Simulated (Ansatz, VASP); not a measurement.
## AlN in VASP and in Ansatz

The input INCAR:

```
PREC = Accurate
ENCUT = 600
EDIFF = 1E-6
ISMEAR = -1
SIGMA = 0.05
LREAL = F
LASPH = T
NELM = 120
ALGO = Normal
ISIF = 2
LWAVE = F
LCHARG = F
GGA = RE
IVDW = 13
NBANDS = 11
GGA_COMPAT = F
```

The input KPOINTS:

```
Automatic mesh
0
Gamma
  10 10 10
```

POSCAR

```
AlN
1.0
    0.0000000000      2.1394097525      2.1394097525
    2.1394097525      0.0000000000      2.1394097525
    2.1394097525      2.1394097525      0.0000000000
Al N
1 1
Direct
    0.0000000000      0.0000000000      0.0000000000
    0.2500000000      0.2500000000      0.2500000000
```

The input input.yaml:

```yaml
crystal:
  lattice:
    - [0.0, 2.1394097525, 2.1394097525]
    - [2.1394097525, 0.0, 2.1394097525]
    - [2.1394097525, 2.1394097525, 0.0]
  atoms:
    - { symbol: Al, position: [0.0, 0.0, 0.0] }
    - { symbol: "N", position: [0.25, 0.25, 0.25] }
hamiltonian:
  xc: revpbe
  pseudopotentials: { kind: paw }
  dispersion: d4
kpoints:
  mp_grid: { grid: [10, 10, 10] }
scf:
  occupations: { method: fermi_dirac, width: 0.05 }
output:
  forces: true
  stress: true
  eigenvalues: true
  write_density: true
  write_potential: true
  elf: true
  volumetric_format: npy
```

Alike in both runs: task single point; functional revPBE; dispersion D4; k mesh 10 × 10 × 10; occupations fermi-dirac, width 0.05 eV; no spin polarisation.

```csv
,VASP,Ansatz
version,VASP 6.6.1,Ansatz 0.2.0
potentials or method,"VASP PAW PBE potentials, release 64 (Al, N)",Ansatz PAW
plane-wave cutoff (eV),600,420
valence electrons in the cell,8,8
```

|  | VASP | Ansatz | Ansatz less VASP |
| --- | --- | --- | --- |
| gap on the k mesh at the Fermi level (eV) | 3.38 | 3.38 | +0.006 |
| least direct gap on the mesh (eV) | 4.78 | 4.75 | -0.026 |
| pressure (GPa) | 10.4 | 11.1 | +0.70 |

VASP's potentials were made for PBE, not for revPBE.
